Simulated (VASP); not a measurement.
Write the native input for VASP 6.6.1 that does the following.

```yaml
Task: single point
Functional: PBE
Potentials_or_basis: VASP PAW PBE potentials, release 64 (Hf_pv, Si, O)
Cutoff: 520 eV
k_mesh: 12 × 12 × 6
Occupations: gaussian, width 0.1 eV
Spin: no spin polarisation
Dipole_correction: no
Further_INCAR_settings: ALGO = Normal; EDIFF = 1e-06; NBANDS = 28
```

The structure of HfSiO4 lies in POSCAR:

```
HfSiO4
1.0
    3.2061914841      0.0000000000      0.0000000000
    0.0000000000      3.2061914841      0.0000000000
    0.0000000000      0.0000000000      6.2143358729
Hf Si O
1 1 4
Direct
    0.5000000000      0.5000000000      0.5000000000
    0.0000000000      0.0000000000      0.0000000000
    0.0000000000      0.0000000000      0.6796176410
    0.0000000000      0.0000000000      0.3203823590
    0.5000000000      0.0000000000      0.0000000000
    0.0000000000      0.5000000000      0.0000000000
```

The cell was generated, and may not be a known phase.

One way to write it, as run:

INCAR

```
SYSTEM = HfSiO4
ALGO = Normal ; EDIFF = 1E-6
ENCUT = 520 ; GGA = PE
ISIF = 2 ; ISMEAR = 0
LASPH = .True. ; LCHARG = .True.
LELF = .True. ; LREAL = .False.
LVHAR = .True. ; LWAVE = .False.
NBANDS = 28 ; NELM = 60
PREC = Accurate ; SIGMA = 0.1
```

KPOINTS

```
k-points
0
Gamma
  12 12 6
  0 0 0
```

Potentials or basis: VASP PAW PBE potentials, release 64 (Hf_pv, Si, O).

Command:

```bash
$ cat potpaw_PBE.64/Hf_pv/POTCAR potpaw_PBE.64/Si/POTCAR potpaw_PBE.64/O/POTCAR > POTCAR
$ mpirun -np 1 vasp_std > vasp.out
```

Results of the run:

```
Pressure               : -0.7 GPa
Largest force          : 0.061 eV/Å
Band gap on the k mesh : zero (bands 19 and 20 overlap by 1.99 eV)
```

Caveat: spin-orbit coupling is left out, which moves the levels of the heavy elements.

It took 66 s on 1 thread of Intel(R) Xeon(R) 6975P-C (Granite Rapids), with other jobs on the host, peak memory 0.3 GiB.
